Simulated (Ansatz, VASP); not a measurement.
## One calculation of Zn, two programs

```
Zn
1.0
     2.70477    0.00000    0.00000
    -1.35239    2.34240    0.00000
     0.00000    0.00000    5.02090
Zn
2
Direct
  0.33333 0.66667 0.25000
  0.66667 0.33333 0.75000
```

Change from the starting cell: strain +0.015 along x and y, +0.015 along z, atoms carried along.

Alike in both runs: task single point; functional PBEsol; k mesh 24 × 24 × 10; occupations gaussian, width 0.15 eV; no spin polarisation.

|  | VASP | Ansatz |
| --- | --- | --- |
| version | VASP 6.6.1 | Ansatz 0.2.0 |
| potentials or method | VASP PAW PBE potentials, release 64 (Zn), cutoff 520 eV | scalar-relativistic, plane waves, PAW |
| valence electrons in the cell | 24 | 24 |

|  | VASP | Ansatz | Ansatz less VASP |
| --- | --- | --- | --- |
| gap on the k mesh at the Fermi level (eV) | none | none | - |
| pressure (GPa) | -7.6 | -7.8 | -0.27 |
| traceless stress, the component that is largest in VASP (GPa) | 2.46 | 2.58 | +0.122 |

VASP's potentials were made for PBE, not for PBEsol. A gap of «none» marks a metal or a gap that the smearing closes.
